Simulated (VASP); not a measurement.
Write the native input for VASP 6.6.1 that does the following.

```
Task                   : single point
Functional             : r2SCAN
Potentials or basis    : VASP PAW PBE potentials, release 64 (Mg, O)
Cutoff                 : 520 eV
k mesh                 : 10 × 10 × 10
Occupations            : gaussian, width 0.01 eV
Spin                   : no spin polarisation
Dipole correction      : no
Further INCAR settings : ALGO = Normal; EDIFF = 1e-07; NBANDS = 11
```

The system is MgO.

```
Mg O
1.0
     0.06321    2.16537    2.16537
     2.16537    0.06321    2.16537
     2.16537    2.16537    0.06321
Mg O
1 1
Cartesian
  0.0000 0.0000 0.0000
  2.1970 2.1970 2.1970
```

This cell differs from its parent crystal: strain along [111] +4.5%.

These files were run (other wordings do the same):

POSCAR

```
MgO
1.0
    0.0632051670      2.1653725836      2.1653725836
    2.1653725836      0.0632051670      2.1653725836
    2.1653725836      2.1653725836      0.0632051670
Mg O
1 1
Direct
    0.0000000000      0.0000000000      0.0000000000
    0.5000000000      0.5000000000      0.5000000000
```

INCAR.step1

```
SYSTEM = MgO
PREC     = Accurate       ! precision mode
ENCUT    = 520            ! plane-wave cutoff, eV
ISMEAR   = 0              ! smearing method
SIGMA    = 0.01           ! smearing width, eV
LREAL    = .FALSE.        ! projectors in reciprocal space
LASPH    = .TRUE.         ! aspherical terms in the spheres
NELM     = 100            ! most SCF steps
NBANDS   = 11             ! bands
GGA      = PE             ! functional
ALGO     = Normal         ! electronic algorithm
EDIFF    = 1E-4           ! SCF threshold, eV
LWAVE    = .TRUE.         ! write WAVECAR
LCHARG   = .FALSE.        ! write CHGCAR
```

INCAR.step2

```
SYSTEM = MgO
PREC     = Accurate       ! precision mode
ENCUT    = 520            ! plane-wave cutoff, eV
EDIFF    = 1E-7           ! SCF threshold, eV
ISMEAR   = 0              ! smearing method
SIGMA    = 0.01           ! smearing width, eV
LREAL    = .FALSE.        ! projectors in reciprocal space
LASPH    = .TRUE.         ! aspherical terms in the spheres
NELM     = 100            ! most SCF steps
ALGO     = Normal         ! electronic algorithm
ISIF     = 2              ! what is computed and relaxed
LWAVE    = .FALSE.        ! write WAVECAR
LCHARG   = .TRUE.         ! write CHGCAR
METAGGA  = R2SCAN         ! meta-GGA
LMIXTAU  = .TRUE.       
LELF     = .TRUE.         ! ELF
LVHAR    = .TRUE.       
NBANDS   = 11             ! bands
ISTART   = 1
```

KPOINTS

```
regular mesh
0
G
  10 10 10
  0 0 0
```

Potentials or basis: VASP PAW PBE potentials, release 64 (Mg, O).

Launch:

```bash
$ cat potpaw_PBE.64/Mg/POTCAR potpaw_PBE.64/O/POTCAR > POTCAR
$ cp INCAR.step1 INCAR
$ mpirun -np 1 vasp_std > vasp.out
$ cp INCAR.step2 INCAR
$ mpirun -np 1 vasp_std > vasp.out
```

Results of the run:

| Quantity | Value |
| --- | --- |
| Pressure | -7.8 GPa |
| Band gap on the k mesh | 5.07 eV, direct |

Caveat: the cell differs from its parent crystal (strain along [111] +4.5%); the PAW data sets were made with another functional, which shifts forces and pressure a little.

It took 46 s on 1 thread of Intel(R) Xeon(R) Platinum 8375C CPU @ 2.90GHz (Ice Lake), with other jobs on the host, peak memory 0.16 GiB.
